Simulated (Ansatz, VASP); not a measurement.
## Pt: VASP beside Ansatz

```xyz
1
Lattice="0.0000 1.9586 1.9586 1.9586 0.0000 1.9586 1.9586 1.9586 0.0000" Properties=species:S:1:pos:R:3 pbc="T T T"
Pt    0.0000    0.0000    0.0000
```

Alike in both runs: task single point; functional PBEsol; k mesh 14 × 14 × 14; occupations gaussian, width 0.05 eV; no spin polarisation.

|  | VASP | Ansatz |
| --- | --- | --- |
| version | VASP 6.6.1 | Ansatz 0.2.0 |
| potentials or method | VASP PAW PBE potentials, release 64 (Pt), cutoff 520 eV | scalar-relativistic, plane waves, PAW |
| valence electrons in the cell | 10 | 18 |

VASP gave:

```
gap on the k mesh at the Fermi level (eV) : none
pressure (GPa)                            : -0.4
```

Which values does Ansatz return?

gap on the k mesh at the Fermi level (eV): none; pressure (GPa): 0.0.

VASP's potentials were made for PBE, not for PBEsol. A gap of «none» marks a metal or a gap that the smearing closes. The functional is the same, so the differences come from potentials, cutoffs and numerics. VASP's potentials hold 10 valence electrons a cell and Ansatz's 18, so a difference there can come from the potentials and not from the codes.

Spin-orbit coupling is off throughout.
